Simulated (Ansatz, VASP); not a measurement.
# WS2 in VASP and in Ansatz

Contents of INCAR:

```
ALGO = Normal ; EDIFF = 1E-6
ENCUT = 520 ; GGA = PS
ISIF = 2 ; ISMEAR = -1
LASPH = T ; LCHARG = T
LELF = T ; LREAL = F
LVHAR = T ; LWAVE = F
NBANDS = 35 ; NELM = 100
PREC = Accurate ; SIGMA = 0.05
```

KPOINTS

```
k-points
0
Gamma
  10 10 2
```

POSCAR

```
WS2
1.0
    3.1401869545      0.0000000000      0.0000000000
   -1.5700934773      2.7194816752      0.0000000000
    0.0000000000      0.0000000000     23.3488758846
W S
2 4
Direct
    0.6666666667      0.3333333333      0.3626824600
    0.3333333333      0.6666666667      0.6373175400
    0.6666666667      0.3333333333      0.7031838900
    0.3333333333      0.6666666667      0.4285581700
    0.6666666667      0.3333333333      0.5714418300
    0.3333333333      0.6666666667      0.2968161100
```

The input input.yaml:

```yaml
crystal:
  lattice:
    - [3.1401869545, 0.0, 0.0]
    - [-1.5700934773, 2.7194816752, 0.0]
    - [0.0, 0.0, 23.3488758846]
  atoms:
    - { symbol: W, position: [0.6666666667, 0.3333333333, 0.36268246] }
    - { symbol: W, position: [0.3333333333, 0.6666666667, 0.63731754] }
    - { symbol: S, position: [0.6666666667, 0.3333333333, 0.70318389] }
    - { symbol: S, position: [0.3333333333, 0.6666666667, 0.42855817] }
    - { symbol: S, position: [0.6666666667, 0.3333333333, 0.57144183] }
    - { symbol: S, position: [0.3333333333, 0.6666666667, 0.29681611] }
kpoints:
  mp_grid: { grid: [10, 10, 2] }
scf:
  occupations: { method: fermi_dirac, width: 0.05 }
hamiltonian:
  xc: pbesol
  pseudopotentials: { kind: all_electron, lapw: { basis_error: 0.001 } }
output:
  forces: true
  stress: true
  eigenvalues: true
```

Change from the starting cell: volume scaled by 0.96.

Alike in both runs: task single point; functional PBEsol; k mesh 10 × 10 × 2; occupations fermi-dirac, width 0.05 eV; no spin polarisation.

|  | VASP | Ansatz |
| --- | --- | --- |
| version | VASP 6.6.1 | Ansatz 0.2.0 |
| potentials or method | VASP PAW PBE potentials, release 64 (W_sv, S), cutoff 520 eV | all-electron LAPW, scalar-relativistic |

|  | VASP | Ansatz | Ansatz less VASP |
| --- | --- | --- | --- |
| gap on the k mesh at the Fermi level (eV) | 1.68 | 1.67 | -0.010 |
| least direct gap on the mesh (eV) | 2.24 | 2.23 | -0.004 |
| rms of the force components (eV/Å) | 0.325 | 0.314 | -0.0111 |

VASP's potentials were made for PBE, not for PBEsol. Atom by atom the forces differ by 0.011 eV/Å (rms over components). Ansatz ran all-electron here, and VASP with PAW potentials.

Neither program's run includes spin-orbit coupling.
